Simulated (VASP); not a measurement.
Here is a VASP 6.6.1 calculation.

Contents of INCAR:

```
PREC = Accurate
ENCUT = 520
EDIFF = 1E-6
ISMEAR = -1
SIGMA = 0.01
LREAL = Auto
LASPH = T
NELM = 200
ALGO = Normal
ISIF = 2
LWAVE = F
LCHARG = F
ISPIN = 2
MAGMOM = 0 0 0 0 0 0 0 0 0 0 0 0 0 0 0 0 0.03 0 0 0 0 0.19 0 0 0 0 0.57 0 0 0 0 0.06 0.18
LORBIT = 11
NUPDOWN = 1.0
GGA = PE
NBANDS = 94
GGA_COMPAT = F
ISYM = -1
```

File KPOINTS:

```
explicit points
1
Reciprocal
  0.25000000   0.25000000   0.25000000 1
```

Contents of POSCAR:

```
Mg16O16F
1.0
   -4.2543812300      4.2543812300      4.2543812300
    4.2543812300     -4.2543812300      4.2543812300
    4.2543812300      4.2543812300     -4.2543812300
Mg O F
16 16 1
Direct
    0.0029745806      0.0035080307      0.0074724145
    0.0048747394      0.2481867381      0.7493489247
    0.0044799699      0.5050193868      0.5053629150
    0.0067703148      0.7631080349      0.2661658509
    0.2477930263      0.0054066617      0.7494871352
    0.2619025987      0.2624043168      0.4979395088
    0.2307961950      0.5129603771      0.2400445434
    0.2545752112      0.7551847910      0.0059084973
    0.5040562620      0.0045956154      0.5053632676
    0.5125585560      0.2313459812      0.2401946240
    0.5076772351      0.5082104501      0.0074735898
    0.4967872849      0.7818604681      0.7749352542
    0.7626584983      0.0076197920      0.2665657915
    0.7544361510      0.2550462550      0.0059089674
    0.7812133705      0.4965389526      0.7740395893
    0.7392471032      0.7397488212      0.4979399789
    0.0069922037      0.0074954496      0.5107760406
   -0.0033094119      0.2556525711      0.2542047695
    0.0057429033      0.5027787554      0.0048091600
    0.0042391594      0.7507639366      0.7547584070
    0.2549521167     -0.0027555123      0.2541726849
    0.2421308633      0.2428428352     -0.0187380951
    0.2537809711      0.5083519513      0.7548843948
    0.2548857146      0.7566446978      0.5078174435
    0.5018763916      0.0062765884      0.0044397761
    0.5077066166      0.2542336809      0.7547573493
    0.4310023951      0.4317007341      0.3589892202
    0.5022641095      0.7612269152      0.2542044169
    0.7502454123      0.0048183270      0.7548853350
    0.7561063116      0.2552133768      0.5076067196
    0.7606409311      0.5029327144      0.2541723324
    0.7747254705      0.7757875521      0.0468005779
    0.5895627036      0.5898481740      0.6756882716
```

Potentials or basis: VASP PAW PBE potentials, release 64 (Mg, O, F).

Command:

```bash
$ cat potpaw_PBE.64/Mg/POTCAR potpaw_PBE.64/O/POTCAR potpaw_PBE.64/F/POTCAR > POTCAR
$ mpirun -np 1 vasp_std > vasp.out
```

Estimate the pressure.

8.3 GPa.

What does it give for the largest force?

0.039 eV/Å.

Stress tensor (GPa, compression positive):
```
11.31  0.31  0.01
 0.31 11.28  0.01
 0.01  0.01  2.27
```

Caveat: the total moment is fixed, so each spin has its own Fermi level.
